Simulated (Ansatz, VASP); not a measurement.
Be2C: VASP beside Ansatz

POSCAR

```
Be2C
1.0
    0.0000000000      2.1604856281      2.1604856281
    2.1604856281      0.0000000000      2.1604856281
    2.1604856281      2.1604856281      0.0000000000
C Be
1 2
Direct
    0.0000000000      0.0000000000      0.0000000000
    0.2500000000      0.2500000000      0.2500000000
    0.7500000000      0.7500000000      0.7500000000
```

Contents of INCAR.step1:

```
PREC     = Accurate       # precision mode
ENCUT    = 660            # plane-wave cutoff, eV
ISMEAR   = 1              # smearing method
SIGMA    = 0.05           # smearing width, eV
LREAL    = False          # projectors in reciprocal space
LASPH    = True           # aspherical terms in the spheres
NELM     = 120            # most SCF steps
NBANDS   = 11             # bands
GGA      = PE             # functional
ALGO     = Normal         # electronic algorithm
EDIFF    = 1E-5           # SCF threshold, eV
LWAVE    = True           # write WAVECAR
LCHARG   = False          # write CHGCAR
GGA_COMPAT= False
```

Contents of INCAR.step2:

```
PREC     = Accurate       # precision mode
ENCUT    = 660            # plane-wave cutoff, eV
EDIFF    = 1E-6           # SCF threshold, eV
ISMEAR   = 1              # smearing method
SIGMA    = 0.05           # smearing width, eV
LREAL    = False          # projectors in reciprocal space
LASPH    = True           # aspherical terms in the spheres
NELM     = 120            # most SCF steps
ALGO     = Normal         # electronic algorithm
ISIF     = 2              # what is computed and relaxed
LWAVE    = False          # write WAVECAR
LCHARG   = True           # write CHGCAR
METAGGA  = R2SCAN         # meta-GGA
LMIXTAU  = True         
LELF     = True           # ELF
LVHAR    = True         
NBANDS   = 11             # bands
ISTART   = 1            
GGA_COMPAT= False
```

Contents of KPOINTS:

```
Automatic mesh
0
Gamma
  8 8 8
```

Input for Ansatz:

```yaml
crystal:
  lattice:
    - [0.0, 2.1604856281, 2.1604856281]
    - [2.1604856281, 0.0, 2.1604856281]
    - [2.1604856281, 2.1604856281, 0.0]
  atoms:
    - { symbol: C, position: [0.0, 0.0, 0.0] }
    - { symbol: Be, position: [0.25, 0.25, 0.25] }
    - { symbol: Be, position: [0.75, 0.75, 0.75] }
kpoints:
  mp_grid: { grid: [8, 8, 8] }
hamiltonian:
  xc: r2scan
scf:
  occupations: { method: methfessel_paxton, width: 0.05 }
  n_extra_bands: 4
output:
  forces: true
  stress: true
  eigenvalues: true
```

Alike in both runs: task single point; functional r2SCAN; k mesh 8 × 8 × 8; occupations methfessel-paxton of order 1, width 0.05 eV; no spin polarisation.

|  | VASP | Ansatz |
| --- | --- | --- |
| version | VASP 6.6.1 | Ansatz 0.2.0 |
| potentials or method | VASP PAW PBE potentials, release 64 (C, Be) | plane waves |
| plane-wave cutoff (eV) | 660 | 500 |
| valence electrons in the cell | 8 | 8 |

```csv
,VASP,Ansatz,Ansatz less VASP
gap on the k mesh at the Fermi level (eV),1.53,1.53,+0.005
pressure (GPa),0.8,0.0,-0.79
```

VASP's potentials were made for PBE, not for r2SCAN. The functional is the same, so the differences come from potentials, cutoffs and numerics.
